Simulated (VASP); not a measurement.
# Sn in VASP: single point with PBE+D3(BJ)

Aim: the single point of Sn with PBE+D3(BJ).

Program: VASP 6.6.1. These are calculated values, not measurements. Logs are shortened: lines on timing, memory, paths and dates and some standing lists are left out, and cuts for length are marked.

## 1. The cell of the first run

The typed cell holds 1 atom: a = 3.295 Å, b = 3.295 Å, c = 3.295 Å, α = 115.65°, β = 115.64°, γ = 97.72°.

## 2. Single point, PBE+D3(BJ), non-collinear spin, zero start, spin-orbit coupling

File INCAR:

```
SYSTEM = Sn
  ALGO = Normal
  EDIFF = 1E-6
  ENCUT = 520
  GGA = PE
  GGA_COMPAT = .FALSE.
  ISIF = 2
  ISMEAR = 0
  IVDW = 12
  KPAR = 4
  LASPH = .TRUE.
  LCHARG = .FALSE.
  LORBIT = 11
  LORBMOM = .TRUE.
  LREAL = .FALSE.
  LSORBIT = .TRUE.
  LWAVE = .FALSE.
  MAGMOM = 0 0 0
  NBANDS = 25
  NELM = 150
  PREC = Accurate
  SIGMA = 0.1
```

File KPOINTS:

```
k-points
0
G
  16 16 16
  0 0 0
```

File POSCAR:

```
Sn
1.0
   -1.7544065257      1.7546136901      2.1674907809
    1.7544065257     -1.7546136901      2.1674907809
    1.7544065257      1.7546136901     -2.1674907809
Sn
1
Direct
    0.0000000000      0.0000000000      0.0000000000
```

Potentials or basis: VASP PAW PBE potentials, release 64 (Sn_d).

Launch:

```sh
cat potpaw_PBE.64/Sn_d/POTCAR > POTCAR
mpirun -np 4 vasp_ncl > vasp.out
```

OUTCAR:

```text
SYSTEM = Sn
   EDIFF = 1E-6
   ENCUT = 520
   GGA = PE
   ISIF = 2
   ISMEAR = 0
   IVDW = 12
   LASPH = .TRUE.
   LORBIT = 11
   LREAL = .FALSE.
   LSORBIT = .TRUE.
   NELM = 150
   PREC = Accurate
 IVDW          = 12

 ion  position               nearest neighbor table
   1  0.000  0.000  0.000-

  LATTYP: Found a body centered orthorhombic cell.
 ALAT       =     3.5088130514
 B/A-ratio  =     1.0001180823
 C/A-ratio  =     1.2354552660

  Lattice vectors:

 A1 = (  -1.7544065257,   1.7546136901,   2.1674907809)
 A2 = (   1.7544065257,  -1.7546136901,   2.1674907809)
 A3 = (   1.7544065257,   1.7546136901,  -2.1674907809)

Analysis of symmetry for initial positions (statically):
=====================================================================
 Subroutine PRICEL returns:
 Original cell was already a primitive cell.

 Routine SETGRP: Setting up the symmetry group for a
 body centered orthorhombic supercell.

 Subroutine GETGRP returns: Found  8 space group operations
 (whereof  8 operations were pure point group operations)
 out of a pool of  8 trial point group operations.

The static configuration has the point symmetry D_2h.

Analysis of symmetry for dynamics (positions and initial velocities):
=====================================================================
 Subroutine PRICEL returns:
 Original cell was already a primitive cell.

 Routine SETGRP: Setting up the symmetry group for a
 body centered orthorhombic supercell.

 Subroutine GETGRP returns: Found  8 space group operations
 (whereof  8 operations were pure point group operations)
 out of a pool of  8 trial point group operations.

The dynamic configuration has the point symmetry D_2h.

Analysis of structural, dynamic, and magnetic symmetry:
=====================================================================
 Subroutine PRICEL returns:
 Original cell was already a primitive cell.

 Routine SETGRP: Setting up the symmetry group for a
 body centered orthorhombic supercell.

 Subroutine GETGRP returns: Found  8 space group operations
 (whereof  8 operations were pure point group operations)
 out of a pool of  8 trial point group operations.

The overall configuration has the point symmetry D_2h.

 Subroutine INISYM returns: Found  8 space group operations
 (whereof  8 operations are pure point group operations),
 and found     1 'primitive' translations

----------------------------------------------------------------------------------------

                                     Primitive cell

  volume of cell :      26.6888

  direct lattice vectors                    reciprocal lattice vectors
    -1.754406526  1.754613690  2.167490781     0.000000000  0.284963011  0.230681489
     1.754406526 -1.754613690  2.167490781     0.284996660  0.000000000  0.230681489
     1.754406526  1.754613690 -2.167490781     0.284996660  0.284963011  0.000000000

  length of vectors
     3.294636208  3.294636208  3.294636208     0.366630423  0.366656577  0.403022349

  position of ions in fractional coordinates (direct lattice)
     0.000000000  0.000000000  0.000000000

  ion indices of the primitive-cell ions
   primitive index   ion index
                 1           1

----------------------------------------------------------------------------------------

 KPOINTS: k-points

Automatic generation of k-mesh.
 Grid dimensions read from file:
 generate k-points for:   16   16   16

 Generating k-lattice:

  Cartesian coordinates                     Fractional coordinates (reciprocal lattice)
     0.000000000  0.017810188  0.014417593     0.062500000 -0.000000000  0.000000000
     0.017812291  0.000000000  0.014417593    -0.000000000  0.062500000  0.000000000
     0.017812291  0.017810188  0.000000000     0.000000000  0.000000000  0.062500000

  Length of vectors
     0.022914401  0.022916036  0.025188897

  Shift w.r.t. Gamma in fractional coordinates (k-lattice)
     0.000000000  0.000000000  0.000000000

 Subroutine IBZKPT returns following result:
 ===========================================

 Found    621 irreducible k-points:

 Following reciprocal coordinates:
            Coordinates               Weight
  0.000000  0.000000  0.000000      1.000000
  0.062500  0.000000  0.000000      4.000000
  0.125000  0.000000  0.000000      4.000000
  0.187500  0.000000  0.000000      4.000000
  0.250000  0.000000  0.000000      4.000000
  0.312500  0.000000 -0.000000      4.000000
[... 16 lines left out ...]
 -0.187500  0.062500  0.000000      8.000000
 -0.125000  0.062500  0.000000      8.000000
 [... further k-points ...]
   k-points           NKPTS =    621   k-points in BZ     NKDIM =    621   number of bands    NBANDS=     25
   number of dos      NEDOS =    301   number of ions     NIONS =      1
   total plane-waves  NPLWV =  21952
   dimension x,y,z NGX =    28 NGY =   28 NGZ =   28
   dimension x,y,z NGXF=    56 NGYF=   56 NGZF=   56
   ions per type =               1
   NGX,Y,Z   is equivalent  to a cutoff of  14.13, 14.13, 14.13 a.u.
   NGXF,Y,Z  is equivalent  to a cutoff of  28.26, 28.26, 28.26 a.u.
 SYSTEM =  Sn
   PREC   = accura    normal or accurate (medium, high low for compatibility)
   ISTART =      0    job   : 0-new  1-cont  2-samecut
   ICHARG =      2    charge: 1-file 2-atom 10-const
   ISPIN  =      1    spin polarized calculation?
   LNONCOLLINEAR =      T non collinear calculations
   LSORBIT =      T    spin-orbit coupling
   LASPH  =      T    aspherical Exc in radial PAW
   ENCUT  =  520.0 eV  38.22 Ry    6.18 a.u.   6.13  6.13  6.13*2*pi/ulx,y,z
   NELM   =    150;   NELMIN=  2; NELMDL= -5     # of ELM steps
   EDIFF  = 0.1E-05   stopping-criterion for ELM
   LREAL  =      F    real-space projection
   EDIFFG = 0.1E-04   stopping-criterion for IOM
   NSW    =      0    number of steps for IOM
   IBRION =     -1    ionic relax: 0-MD 1-quasi-New 2-CG
   NFREE  =      0    steps in history (QN), initial steepest desc. (CG)
   ISIF   =      2    stress and relaxation
   ISYM   =      2    0-nonsym 1-usesym 2-fastsym
   POTIM  = 0.5000    time-step for ionic-motion
   TEBEG  =    0.0;   TEEND  =   0.0 temperature during run
   PSTRESS=    0.0 pullay stress
   NELECT =      14.0000    total number of electrons
   NUPDOWN=      -1.0000    fix difference up-down
   EMIN   =  10.00;   EMAX   =-10.00  energy-range for DOS
   EFERMI =   0.00;   METHOD = LEGACY
   ISMEAR =     0;   SIGMA  =   0.10  broadening in eV -4-tet -1-fermi 0-gaus
   EFERMI_NEDOS =   21; number of points for ismear=-14 and -15
   IALGO  =     38    algorithm
   IMIX   =      4    mixing-type and parameters
     AMIX     =   0.40;   BMIX     =  1.00
     AMIX_MAG =   1.60;   BMIX_MAG =  1.00
  volume/ion in A,a.u.               =      26.69       180.10
  Fermi-wavevector in a.u.,A,eV,Ry     =   1.320306  2.495016 23.717774  1.743207
  Thomas-Fermi vector in A             =   2.450141
   LORBIT       =     11    0 simple, 1 ext, 2 COOP (PROOUT), +10 PAW based schemes
   GGA     = PE    functional components
   LHFCALC =     F    Hartree Fock is set to
   AEXX    =    0.0000 exact exchange contribution
   IVDW    =    12    specifies the selected vdW correction
   LEPSILON=     F    determine dielectric tensor
   LRPA    =     F    only Hartree local field effects (RPA)
 Gauss-broadening in eV      SIGMA  =   0.10
  energy-cutoff  :      520.00
  volume of cell :       26.69
 maximum number of plane-waves:      1496
 NGX is ok and might be reduce to    28
   NGX = 13   NGY = 13   NGZ = 13

 number of electron      14.0000000 magnetization       0.0000000      0.0000000      0.0000000

 number of electron      14.0000003 magnetization      -0.0000000     -0.0000000      0.0000000

 number of electron      14.0000003 magnetization       0.0000000      0.0000000     -0.0000000

 Free energy of the ion-electron system (eV)
  ---------------------------------------------------
  ext. energy  EPLUGINS =         0.00000000
  ---------------------------------------------------
  free energy    TOTEN  =        -3.83281886 eV

  energy without entropy =       -3.83040927  energy(sigma->0) =       -3.83161406

 E-fermi :   8.3083     XC(G=0): -10.4482

 val. band max:        8.3060684355   @ k =  -0.2500  -0.3750   0.2500
 cond. band min:       8.3255072232   @ k =  -0.3125   0.0625   0.0000
 fundamental gap:      0.0194387877
 Fermi energy:         8.3082872360

 k-point     1 :       0.0000    0.0000    0.0000
  band No.  band energies     occupation
      1     -13.7996      1.00000
      2     -13.7996      1.00000
      3     -13.7986      1.00000
      4     -13.7986      1.00000
      5     -12.8090      1.00000
      6     -12.8090      1.00000
[... 17 lines left out ...]
     24      20.3466      0.00000
     25      20.8757      0.00000

 k-point     2 :       0.0625    0.0000    0.0000
  band No.  band energies     occupation
      1     -13.7988      1.00000
      2     -13.7988      1.00000
      3     -13.7964      1.00000
      4     -13.7964      1.00000
      5     -12.8061      1.00000
      6     -12.8061      1.00000
[... 17 lines left out ...]
     24      20.7640      0.00000
     25      21.6415      0.00000

 k-point     3 :       0.1250    0.0000    0.0000
  band No.  band energies     occupation
      1     -13.7974      1.00000
      2     -13.7974      1.00000
      3     -13.7897      1.00000
      4     -13.7897      1.00000
      5     -12.7981      1.00000
      6     -12.7981      1.00000
[... 552 lines left out ...]
 k-point    23 :      -0.1875    0.0625    0.0000
  band No.  band energies     occupation
      1     -13.7956      1.00000
      2     -13.7956      1.00000
      3     -13.7834      1.00000
      4     -13.7834      1.00000
      5     -12.7923      1.00000
      6     -12.7923      1.00000
[... 17 lines left out ...]
     24      21.0415      0.00000
     25      21.4191      0.00000

 k-point    24 :      -0.1250    0.0625    0.0000
  band No.  band energies     occupation
      1     -13.7974      1.00000
      2     -13.7974      1.00000
      3     -13.7916      1.00000
      4     -13.7916      1.00000
      5     -12.8015      1.00000
      6     -12.8015      1.00000
[... 17 lines left out ...]
     24      21.0129      0.00000
     25      21.6015      0.00000

 [... further k-points ...]

------------------------ aborting loop because EDIFF is reached ----------------------------------------

 Edisp (eV)   -0.39204

 E8    (eV) :    -0.1881

  FORCE on cell =-STRESS in cart. coord.  units (eV):
  Direction    XX          YY          ZZ          XY          YZ          ZX
  --------------------------------------------------------------------------------------
  -------------------------------------------------------------------------------------
  Total      -0.00608    -0.00704    -0.01851     0.00000     0.00000     0.00000
  in kB      -0.36507    -0.42281    -1.11126     0.00000     0.00000     0.00000
  external pressure =       -0.63 kB  Pullay stress =        0.00 kB

 VOLUME and BASIS-vectors are now :
 -----------------------------------------------------------------------------
  energy-cutoff  :      520.00
  volume of cell :       26.69
      direct lattice vectors                 reciprocal lattice vectors
    -1.754406526  1.754613690  2.167490781     0.000000000  0.284963011  0.230681489
     1.754406526 -1.754613690  2.167490781     0.284996660  0.000000000  0.230681489
     1.754406526  1.754613690 -2.167490781     0.284996660  0.284963011  0.000000000

 POSITION                                       TOTAL-FORCE (eV/Angst)
 -----------------------------------------------------------------------------------
      0.00000      0.00000      0.00000         0.000000     -0.000000     -0.000000
 -----------------------------------------------------------------------------------
    total drift:                               -0.000000     -0.000000     -0.000000

  FREE ENERGIE OF THE ION-ELECTRON SYSTEM (eV)
  ---------------------------------------------------
  free  energy   TOTEN  =        -4.2248618995 eV

  energy  without entropy=       -4.2224523150  energy(sigma->0) =       -4.22365711

 orbital moment (x)

 # of ion     p       d       tot
 ----------------------------------------
  1        -0.000   0.000  -0.000
 ----------------------------------------
           -0.000   0.000  -0.000

 orbital moment (y)

 # of ion     p       d       tot
 ----------------------------------------
  1         0.000   0.000   0.000
 ----------------------------------------
            0.000   0.000   0.000

 orbital moment (z)

 # of ion     p       d       tot
 ----------------------------------------
  1         0.000   0.000   0.000
 ----------------------------------------
            0.000   0.000   0.000

 Spin-Orbit-Coupling matrix elements

 Ion:    1  E_soc:     -0.1088780
 l=   1
     0.0000000    -0.0120164    -0.0119962
    -0.0120164     0.0000000    -0.0120165
    -0.0119962    -0.0120165     0.0000000
 l=   2
     0.0000000    -0.0012196     0.0000000    -0.0012196    -0.0049133
    -0.0012196     0.0000000    -0.0036757    -0.0012329    -0.0012365
     0.0000000    -0.0036757     0.0000000    -0.0036757     0.0000000
    -0.0012196    -0.0012329    -0.0036757     0.0000000    -0.0012365
    -0.0049133    -0.0012365     0.0000000    -0.0012365     0.0000000
 l=   3
     0.0000000     0.0000000     0.0000000     0.0000000     0.0000000     0.0000000     0.0000000
     0.0000000     0.0000000     0.0000000     0.0000000     0.0000000     0.0000000     0.0000000
     0.0000000     0.0000000     0.0000000     0.0000000     0.0000000     0.0000000     0.0000000
     0.0000000     0.0000000     0.0000000     0.0000000     0.0000000     0.0000000     0.0000000
     0.0000000     0.0000000     0.0000000     0.0000000     0.0000000     0.0000000     0.0000000
     0.0000000     0.0000000     0.0000000     0.0000000     0.0000000     0.0000000     0.0000000
     0.0000000     0.0000000     0.0000000     0.0000000     0.0000000     0.0000000     0.0000000

 total charge

# of ion       s       p       d       tot
------------------------------------------
    1        1.298   0.892   9.977  12.166

 magnetization (x)

# of ion       s       p       d       tot
------------------------------------------
    1        0.000   0.000   0.000   0.000

 magnetization (y)

# of ion       s       p       d       tot
------------------------------------------
    1        0.000   0.000  -0.000  -0.000

 magnetization (z)

# of ion       s       p       d       tot
------------------------------------------
    1        0.000   0.000   0.000   0.000
```

Wall time 2.8 min (4 MPI ranks of Intel Xeon Platinum 8488C (Sapphire Rapids), shared host); peak memory 0.66 GiB.

What came out:

- Free energy: -4.2249 eV
- Pressure: -0.1 GPa
- Net moment: 0.00 μB per cell
- Valence electrons inside the program's atomic spheres: Sn 12.17
- Dispersion energy per atom: -0.392 eV

Moments on the atoms (μB; x, y, z):
```
Sn  0.00 0.00 0.00
```
